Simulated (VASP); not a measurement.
Input of a VASP 6.6.1 run:

The input POSCAR:

```
SiC
1.0
    0.0000000000      2.2217363401      2.2217363401
    2.2217363401      0.0000000000      2.2217363401
    2.2217363401      2.2217363401      0.0000000000
Si C
1 1
Direct
    0.0000000000      0.0000000000      0.0000000000
    0.2500000000      0.2500000000      0.2500000000
```

Contents of INCAR.step1:

```
PREC     = Accurate       # precision mode
ENCUT    = 520            # plane-wave cutoff, eV
ISMEAR   = 0              # smearing method
SIGMA    = 0.01           # smearing width, eV
LREAL    = False          # projectors in reciprocal space
LASPH    = True           # aspherical terms in the spheres
NELM     = 80             # most SCF steps
NBANDS   = 11             # bands
GGA      = PE             # functional
ALGO     = Normal         # electronic algorithm
EDIFF    = 1E-4           # SCF threshold, eV
LWAVE    = True           # write WAVECAR
LCHARG   = False          # write CHGCAR
```

INCAR.step2

```
PREC     = Accurate       # precision mode
ENCUT    = 520            # plane-wave cutoff, eV
EDIFF    = 1E-6           # SCF threshold, eV
ISMEAR   = 0              # smearing method
SIGMA    = 0.01           # smearing width, eV
LREAL    = False          # projectors in reciprocal space
LASPH    = True           # aspherical terms in the spheres
NELM     = 80             # most SCF steps
ALGO     = Normal         # electronic algorithm
ISIF     = 2              # what is computed and relaxed
LWAVE    = False          # write WAVECAR
LCHARG   = False          # write CHGCAR
METAGGA  = R2SCAN         # meta-GGA
LMIXTAU  = True         
NBANDS   = 11             # bands
ISTART   = 1
```

KPOINTS

```
Automatic mesh
0
Gamma
  8 8 8
```

Potentials or basis: VASP PAW PBE potentials, release 64 (Si, C).

The run is started by

```sh
$ cat potpaw_PBE.64/Si/POTCAR potpaw_PBE.64/C/POTCAR > POTCAR
$ cp INCAR.step1 INCAR
$ mpirun -np 1 vasp_std > vasp.out
$ cp INCAR.step2 INCAR
$ mpirun -np 1 vasp_std > vasp.out
```

Problem. Estimate the pressure.

Solution. -12.2 GPa.

Problem. Predict the band gap on the k mesh.

Solution. 1.76 eV, indirect (least direct gap 4.98 eV).

Caveat: the PAW data sets were made with another functional, which shifts forces and pressure a little. A k mesh can miss the band edges.
